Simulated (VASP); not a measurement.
TaNi3: single point with LDA+U

TaNi3:

```
CELL_PARAMETERS angstrom
0.00000 2.55115 3.70454
2.54639 0.00000 3.70454
2.54639 2.55115 0.00000
ATOMIC_POSITIONS crystal
Ta 0.00000 0.00000 0.00000
Ni 0.50000 0.50000 0.50000
Ni 0.25000 0.25000 0.25000
Ni 0.75000 0.75000 0.75000
```

- Program: VASP 6.6.1
- Task: single point
- Functional: LDA
- Potentials or basis: VASP PAW LDA potentials, release 64 (Ta_pv, Ni)
- Cutoff: 520 eV
- k mesh: 8 × 8 × 8
- Occupations: fermi-dirac, width 0.05 eV
- Spin: collinear spin, ferromagnetic start
- Starting moments: [0.6, 1.5, 1.5, 1.5] μB
- Hubbard terms: Ni d U = 2.0 eV, Ta d U = 2.0 eV
- Dipole correction: no
- Further INCAR settings: ALGO = Normal; EDIFF = 1e-07; NBANDS = 32

The pressure is -11.0 GPa and the net moment is 0.00 μB per cell. The valence electrons inside the program's atomic spheres are Ta 8.80; Ni 9.57, 9.54.

Stress tensor (GPa, compression positive):
```
-10.99   0.00   0.00
  0.00 -11.37   0.00
  0.00   0.00 -10.66
```

Levels at points of the mesh, in eV from the Fermi level:
Spin up:
```csv
k point,band 18,band 19,band 20,band 21,band 22,band 23
"(0.00, 0.00, 0.00)",-1.12,-0.38,1.14,1.24,1.36,1.36
"(0.50, 0.00, 0.00)",-1.55,-0.97,-0.91,-0.58,0.40,2.05
"(0.50, 0.50, 0.00)",-1.04,-0.92,-0.38,1.72,2.62,2.92
"(0.50, 0.00, 0.50)",-1.32,-0.84,0.04,0.40,0.94,1.05
"(0.00, 0.50, 0.50)",-1.32,-0.84,0.02,0.38,0.92,1.07
```
Spin down:
| k point | band 17 | band 18 | band 19 | band 20 | band 21 | band 22 | band 23 | band 24 |
| --- | --- | --- | --- | --- | --- | --- | --- | --- |
| (0.00, 0.00, 0.00) | -1.42 | -1.12 | -0.38 | 1.14 | 1.24 | 1.36 | 1.36 | 2.35 |
| (0.50, 0.00, 0.00) | -1.61 | -1.55 | -0.97 | -0.91 | -0.58 | 0.40 | 2.05 | 2.45 |
| (0.50, 0.50, 0.00) | -1.06 | -1.04 | -0.92 | -0.38 | 1.72 | 2.62 | 2.92 | 2.93 |
| (0.50, 0.00, 0.50) | -1.47 | -1.32 | -0.84 | 0.04 | 0.40 | 0.94 | 1.05 | 1.48 |
| (0.00, 0.50, 0.50) | -1.47 | -1.32 | -0.84 | 0.02 | 0.38 | 0.92 | 1.07 | 1.48 |

Eigenvalues of the final occupation matrices:
```tsv
site	spin	trace	eigenvalues
site 1 d	1	1.12	0.19 0.20 0.23 0.25 0.25
site 1 d	2	1.12	0.19 0.20 0.23 0.25 0.25
site 2 d	1	4.27	0.84 0.85 0.85 0.86 0.88
site 2 d	2	4.27	0.84 0.85 0.85 0.86 0.88
site 3 d	1	4.26	0.81 0.85 0.86 0.86 0.89
site 3 d	2	4.26	0.81 0.85 0.86 0.86 0.89
site 4 d	1	4.26	0.81 0.85 0.86 0.86 0.89
site 4 d	2	4.26	0.81 0.85 0.86 0.86 0.89
```

It took 9.2 min on 1 thread of Oxide Virtual Turin-like Processor, on a shared host, peak memory 0.28 GiB.

Caveat: the starting moments collapsed, and a magnetic state may lie lower; spin-orbit coupling is left out, which moves the levels of the heavy elements; the U is typed as a test and isn't derived for this compound. The state reached can hang on the start; a lower one may exist.
